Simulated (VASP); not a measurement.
Here is a VASP 6.6.1 calculation.

The input INCAR:

```
SYSTEM = LuBeSi4
PREC = Accurate
ENCUT = 520
EDIFF = 1E-6
ISMEAR = 0
SIGMA = 0.1
LREAL = .False.
LASPH = .True.
NELM = 80
ALGO = Normal
ISIF = 2
LWAVE = .False.
LCHARG = .False.
GGA = PE
NBANDS = 30
```

File KPOINTS:

```
Automatic mesh
0
Gamma
  6 6 2
  0 0 0
```

The input POSCAR:

```
LuBeSi4
1.0
    4.1236800300      0.0000000000      0.0000000000
   -2.0618400200      3.5712116700      0.0000000000
    0.0000000000      0.0000000000      7.5865361400
Lu Be Si
1 1 4
Direct
    0.0000000000      0.0000000000      0.5000000000
    0.0000000000      0.0000000000      0.0000000000
    0.0000000000      0.0000000000      0.2107999200
    0.0000000000      0.0000000000      0.7892000800
    0.3333333300      0.6666666700      0.5000000000
    0.6666666700      0.3333333300      0.5000000000
```

Potentials or basis: VASP PAW PBE potentials, release 64 (Lu, Be, Si).

Command:

```sh
$ cat potpaw_PBE.64/Lu/POTCAR potpaw_PBE.64/Be/POTCAR potpaw_PBE.64/Si/POTCAR > POTCAR
$ mpirun -np 1 vasp_std > vasp.out
```

Q: What does it give for the pressure?

A: 46.4 GPa.

Q: What does it give for the largest force?

A: 7.727 eV/Å.

Forces on the atoms (eV/Å):
```
Lu   0.000  0.000  0.000
Be   0.000  0.000  0.000
Si   0.000  0.000  7.727
Si   0.000  0.000 -7.727
Si   0.000  0.000  0.000
Si   0.000  0.000  0.000
```

Caveat: the k points lie up to 0.41 Å⁻¹ apart; forces of over 1 eV/Å act on the atoms, so gaps and moduli don't describe the material at rest.
